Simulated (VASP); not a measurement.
# Cu2Ni (P-6m2) in VASP: single point with PBE

Aim: the single point of Cu2Ni with PBE.

All numbers are computed with VASP 6.6.1; they aren't measurements. Logs are shortened: lines on timing, memory, paths and dates and some standing lists are left out, and cuts for length are marked.

## 1. The cell of the first run

The structure is hexagonal, space group P-6m2 (No. 187). The conventional cell has a = 2.527 Å, b = 2.527 Å, c = 12.553 Å, α = 90.00°, β = 90.00°, γ = 120.00°. Cu (site symmetry 3m) has 9 Cu at 2.53 to 2.58 Å and 3 Ni at 2.53 Å within 3.3 Å. Within 3.3 Å of Cu (site symmetry -6m2) lie 6 Cu at 2.53 Å and 6 Ni at 2.54 Å. Within 3.3 Å of Cu (site symmetry -6m2) lie 12 Cu at 2.53 to 2.58 Å. Within 3.3 Å of Ni (site symmetry 3m) lie 6 Ni at 2.53 Å and 6 Cu at 2.53 to 2.54 Å.

## 2. Single point, PBE

The input, INCAR:

```
PREC = Accurate
ENCUT = 600
EDIFF = 1E-6
ISMEAR = -1
SIGMA = 0.15
LREAL = False
LASPH = True
NELM = 120
ALGO = Normal
ISIF = 2
LWAVE = False
LCHARG = False
GGA = PE
NBANDS = 41
GGA_COMPAT = False
```

The input, KPOINTS:

```
regular mesh
0
Gamma
  18 18 4
```

The input, POSCAR:

```
Cu2Ni
1.0
    2.5266632635      0.0000000000      0.0000000000
   -1.2633316317      2.1881545730      0.0000000000
    0.0000000000      0.0000000000     12.5528167474
Cu Ni
4 2
Direct
    0.3333333333      0.6666666667      0.8305437226
    0.3333333333      0.6666666667      0.1694562774
    0.3333333333      0.6666666667      0.5000000000
    0.6666666667      0.3333333333      0.0000000000
    0.6666666667      0.3333333333      0.3345159384
    0.6666666667      0.3333333333      0.6654840616
```

Potentials or basis: VASP PAW PBE potentials, release 64 (Cu, Ni).

The run is started by

```
cat potpaw_PBE.64/Cu/POTCAR potpaw_PBE.64/Ni/POTCAR > POTCAR
mpirun -np 1 vasp_std > vasp.out
```

OUTCAR:

```text
PREC = Accurate
   ENCUT = 600
   EDIFF = 1E-6
   ISMEAR = -1
   LREAL = False
   LASPH = True
   NELM = 120
   ISIF = 2
   GGA = PE

 ion  position               nearest neighbor table
   1  0.333  0.667  0.831-   6 2.53   6 2.53   6 2.53   4 2.58   4 2.58   4 2.58
   2  0.333  0.667  0.169-   5 2.53   5 2.53   5 2.53   4 2.58   4 2.58   4 2.58
   3  0.333  0.667  0.500-   5 2.54   6 2.54   5 2.54   6 2.54   5 2.54   6 2.54
   4  0.667  0.333  0.000-   1 2.58   2 2.58   1 2.58   2 2.58   1 2.58   2 2.58
   5  0.667  0.333  0.335-   2 2.53   2 2.53   2 2.53   3 2.54   3 2.54   3 2.54
   6  0.667  0.333  0.665-   1 2.53   1 2.53   1 2.53   3 2.54   3 2.54   3 2.54

  LATTYP: Found a hexagonal cell.
 ALAT       =     2.5266632635
 C/A-ratio  =     4.9681399689

  Lattice vectors:

 A1 = (   2.5266632635,   0.0000000000,   0.0000000000)
 A2 = (  -1.2633316317,   2.1881545730,   0.0000000000)
 A3 = (   0.0000000000,   0.0000000000,  12.5528167474)

Analysis of symmetry for initial positions (statically):
=====================================================================
 Subroutine PRICEL returns:
 Original cell was already a primitive cell.

 Routine SETGRP: Setting up the symmetry group for a
 hexagonal supercell.

 Subroutine GETGRP returns: Found 12 space group operations
 (whereof 12 operations were pure point group operations)
 out of a pool of 24 trial point group operations.

The static configuration has the point symmetry D_3h.

Analysis of symmetry for dynamics (positions and initial velocities):
=====================================================================
 Subroutine PRICEL returns:
 Original cell was already a primitive cell.

 Routine SETGRP: Setting up the symmetry group for a
 hexagonal supercell.

 Subroutine GETGRP returns: Found 12 space group operations
 (whereof 12 operations were pure point group operations)
 out of a pool of 24 trial point group operations.

The dynamic configuration has the point symmetry D_3h.

 Subroutine INISYM returns: Found 12 space group operations
 (whereof 12 operations are pure point group operations),
 and found     1 'primitive' translations

----------------------------------------------------------------------------------------

                                     Primitive cell

  volume of cell :      69.4011

  direct lattice vectors                    reciprocal lattice vectors
     2.526663264  0.000000000  0.000000000     0.395778897  0.228503053  0.000000000
    -1.263331632  2.188154573  0.000000000     0.000000000  0.457006106  0.000000000
     0.000000000  0.000000000 12.552816747     0.000000000  0.000000000  0.079663395

  length of vectors
     2.526663264  2.526663263 12.552816747     0.457006106  0.457006106  0.079663395

  position of ions in fractional coordinates (direct lattice)
     0.333333333  0.666666667  0.830543723
     0.333333333  0.666666667  0.169456277
     0.333333333  0.666666667  0.500000000
     0.666666667  0.333333333  0.000000000
     0.666666667  0.333333333  0.334515938
     0.666666667  0.333333333  0.665484062

  ion indices of the primitive-cell ions
   primitive index   ion index
                 1           1
                 2           2
                 3           3
                 4           4
                 5           5
                 6           6

----------------------------------------------------------------------------------------

 KPOINTS: regular mesh

Automatic generation of k-mesh.
 Grid dimensions read from file:
 generate k-points for:   18   18    4

 Generating k-lattice:

  Cartesian coordinates                     Fractional coordinates (reciprocal lattice)
     0.021987717  0.012694614  0.000000000     0.055555556  0.000000000  0.000000000
     0.000000000  0.025389228  0.000000000     0.000000000  0.055555556  0.000000000
     0.000000000  0.000000000  0.019915849     0.000000000  0.000000000  0.250000000

  Length of vectors
     0.025389228  0.025389228  0.019915849

  Shift w.r.t. Gamma in fractional coordinates (k-lattice)
     0.000000000  0.000000000  0.000000000

 Subroutine IBZKPT returns following result:
 ===========================================

 Found    111 irreducible k-points:

 Following reciprocal coordinates:
            Coordinates               Weight
  0.000000  0.000000  0.000000      1.000000
  0.055556 -0.000000  0.000000      6.000000
  0.111111 -0.000000  0.000000      6.000000
  0.166667 -0.000000  0.000000      6.000000
  0.222222 -0.000000  0.000000      6.000000
  0.277778 -0.000000  0.000000      6.000000
[... 16 lines left out ...]
  0.333333  0.111111  0.000000     12.000000
  0.388889  0.111111  0.000000     12.000000
 [... further k-points ...]
   k-points           NKPTS =    111   k-points in BZ     NKDIM =    111   number of bands    NBANDS=     41
   number of dos      NEDOS =    301   number of ions     NIONS =      6
   total plane-waves  NPLWV =  40000
   dimension x,y,z NGX =    20 NGY =   20 NGZ =  100
   dimension x,y,z NGXF=    40 NGYF=   40 NGZF=  200
   ions per type =               4   2
   NGX,Y,Z   is equivalent  to a cutoff of  13.16, 13.16, 13.24 a.u.
   NGXF,Y,Z  is equivalent  to a cutoff of  26.32, 26.32, 26.49 a.u.
 SYSTEM =  unknown system
   PREC   = accura    normal or accurate (medium, high low for compatibility)
   ISTART =      0    job   : 0-new  1-cont  2-samecut
   ICHARG =      2    charge: 1-file 2-atom 10-const
   ISPIN  =      1    spin polarized calculation?
   LNONCOLLINEAR =      F non collinear calculations
   LSORBIT =      F    spin-orbit coupling
   LASPH  =      T    aspherical Exc in radial PAW
   ENCUT  =  600.0 eV  44.10 Ry    6.64 a.u.   5.05  5.05 25.07*2*pi/ulx,y,z
   NELM   =    120;   NELMIN=  2; NELMDL= -5     # of ELM steps
   EDIFF  = 0.1E-05   stopping-criterion for ELM
   LREAL  =      F    real-space projection
   EDIFFG = 0.1E-04   stopping-criterion for IOM
   NSW    =      0    number of steps for IOM
   IBRION =     -1    ionic relax: 0-MD 1-quasi-New 2-CG
   NFREE  =      0    steps in history (QN), initial steepest desc. (CG)
   ISIF   =      2    stress and relaxation
   ISYM   =      2    0-nonsym 1-usesym 2-fastsym
   POTIM  = 0.5000    time-step for ionic-motion
   TEBEG  =    0.0;   TEEND  =   0.0 temperature during run
   PSTRESS=    0.0 pullay stress
   NELECT =      64.0000    total number of electrons
   NUPDOWN=      -1.0000    fix difference up-down
   EMIN   =  10.00;   EMAX   =-10.00  energy-range for DOS
   EFERMI =   0.00;   METHOD = LEGACY
   ISMEAR =    -1;   SIGMA  =   0.15  broadening in eV -4-tet -1-fermi 0-gaus
   EFERMI_NEDOS =   21; number of points for ismear=-14 and -15
   IALGO  =     38    algorithm
   IMIX   =      4    mixing-type and parameters
     AMIX     =   0.40;   BMIX     =  1.00
     AMIX_MAG =   1.60;   BMIX_MAG =  1.00
  volume/ion in A,a.u.               =      11.57        78.06
  Fermi-wavevector in a.u.,A,eV,Ry     =   1.593478  3.011236 34.547518  2.539171
  Thomas-Fermi vector in A             =   2.691701
   LORBIT       =      0    0 simple, 1 ext, 2 COOP (PROOUT), +10 PAW based schemes
   GGA     = PE    functional components
   LHFCALC =     F    Hartree Fock is set to
   AEXX    =    0.0000 exact exchange contribution
   IVDW    =     0    specifies the selected vdW correction
   LEPSILON=     F    determine dielectric tensor
   LRPA    =     F    only Hartree local field effects (RPA)
 non-spin polarized calculation
  energy-cutoff  :      600.00
  volume of cell :       69.40
 maximum number of plane-waves:      2346
   NGX = 11   NGY = 11   NGZ = 51

 number of electron      63.9999994 magnetization

 Free energy of the ion-electron system (eV)
  ---------------------------------------------------
  ext. energy  EPLUGINS =         0.00000000
  ---------------------------------------------------
  free energy    TOTEN  =       -25.89855501 eV

  energy without entropy =      -25.56699805  energy(sigma->0) =      -25.73277653

 E-fermi :   7.9593     XC(G=0): -12.8583

 val. band max:        7.9587988317   @ k =   0.1667   0.1111   0.0000
 cond. band min:       7.9687990600   @ k =   0.1667   0.0556   0.0000
 fundamental gap:      0.0100002283
 Fermi energy:         7.9592844766

 k-point     1 :       0.0000    0.0000    0.0000
  band No.  band energies     occupation
      1      -1.1854      2.00000
      2      -0.2164      2.00000
      3      -0.0916      2.00000
      4       2.0805      2.00000
      5       2.3511      2.00000
      6       3.1680      2.00000
[... 33 lines left out ...]
     40      24.8521      0.00000
     41      24.9634      0.00000

 k-point     2 :       0.0556   -0.0000    0.0000
  band No.  band energies     occupation
      1      -1.0826      2.00000
      2      -0.1177      2.00000
      3       0.0067      2.00000
      4       2.1642      2.00000
      5       2.4314      2.00000
      6       3.2287      2.00000
[... 33 lines left out ...]
     40      24.9346      0.00000
     41      25.0433      0.00000

 k-point     3 :       0.1111   -0.0000    0.0000
  band No.  band energies     occupation
      1      -0.7775      2.00000
      2       0.1741      2.00000
      3       0.2970      2.00000
      4       2.4057      2.00000
      5       2.6604      2.00000
      6       3.3980      2.00000
[... 33 lines left out ...]
     40      25.1655      0.00000
     41      25.2498      0.00000

 k-point     4 :       0.1667   -0.0000    0.0000
  band No.  band energies     occupation
      1      -0.2805      2.00000
      2       0.6442      2.00000
      3       0.7632      2.00000
      4       2.7701      2.00000
      5       2.9954      2.00000
      6       3.6329      2.00000
[... 825 lines left out ...]
     40      16.9689      0.00000
     41      18.9121      0.00000

 k-point    23 :       0.3333    0.1111    0.0000
  band No.  band energies     occupation
      1       2.9145      2.00000
      2       3.2059      2.00000
      3       3.2686      2.00000
      4       3.6840      2.00000
      5       3.7456      2.00000
      6       3.9211      2.00000
[... 33 lines left out ...]
     40      15.6905      0.00000
     41      17.2571      0.00000

 k-point    24 :       0.3889    0.1111    0.0000
  band No.  band energies     occupation
      1       3.2217      2.00000
      2       3.3141      2.00000
      3       3.4981      2.00000
      4       3.6330      2.00000
      5       3.7952      2.00000
      6       3.9160      2.00000
[... 33 lines left out ...]
     40      15.7437      0.00000
     41      16.0174      0.00000

 [... further k-points ...]

------------------------ aborting loop because EDIFF is reached ----------------------------------------

  FORCE on cell =-STRESS in cart. coord.  units (eV):
  Direction    XX          YY          ZZ          XY          YZ          ZX
  --------------------------------------------------------------------------------------
  -------------------------------------------------------------------------------------
  Total        0.1418010      0.1418010      0.1067026      0.0000000     -0.0000000      0.0000000
  in kB        3.2735829      3.2735829      2.4633103      0.0000000     -0.0000000      0.0000000
  external PRESSURE =       3.0034920 kB  Pullay stress =       0.0000000 kB

 VOLUME and BASIS-vectors are now :
 -----------------------------------------------------------------------------
  energy-cutoff  :      600.00
  volume of cell :       69.40
      direct lattice vectors                 reciprocal lattice vectors
     2.526663264  0.000000000  0.000000000     0.395778897  0.228503053  0.000000000
    -1.263331632  2.188154573  0.000000000     0.000000000  0.457006106  0.000000000
     0.000000000  0.000000000 12.552816747     0.000000000  0.000000000  0.079663395

 POSITION                                       TOTAL-FORCE (eV/Angst)
 -----------------------------------------------------------------------------------
     -0.00000      1.45877     10.42566         0.000000      0.000000     -0.010791
     -0.00000      1.45877      2.12715        -0.000000      0.000000      0.010791
     -0.00000      1.45877      6.27641        -0.000000     -0.000000      0.000000
      1.26333      0.72938      0.00000        -0.000000     -0.000000      0.000000
      1.26333      0.72938      4.19912         0.000000     -0.000000     -0.000317
      1.26333      0.72938      8.35370         0.000000     -0.000000      0.000317
 -----------------------------------------------------------------------------------
    total drift:                                0.000002     -0.000001     -0.000000

  FREE ENERGIE OF THE ION-ELECTRON SYSTEM (eV)
  ---------------------------------------------------
  free  energy   TOTEN  =       -25.8985550056 eV

  energy  without entropy=      -25.5669980493  energy(sigma->0) =      -25.73277653
```

Run time: 16 min. Hardware: 1 thread of Oxide Virtual Turin-like, shared host; peak memory 0.38 GiB.

What came out:

```
Free energy            : -25.8986 eV
Pressure               : 0.3 GPa
Largest force          : 0.011 eV/Å
Band gap on the k mesh : zero (bands 32 and 33 overlap by 4.40 eV)
```

Forces on the atoms (eV/Å):
```
Cu   0.000  0.000 -0.011
Cu   0.000  0.000  0.011
Cu   0.000  0.000  0.000
Cu   0.000  0.000  0.000
Ni   0.000  0.000  0.000
Ni   0.000  0.000  0.000
```

Spin polarisation is off, so any magnetic state and its effect on volume and gap are missing.
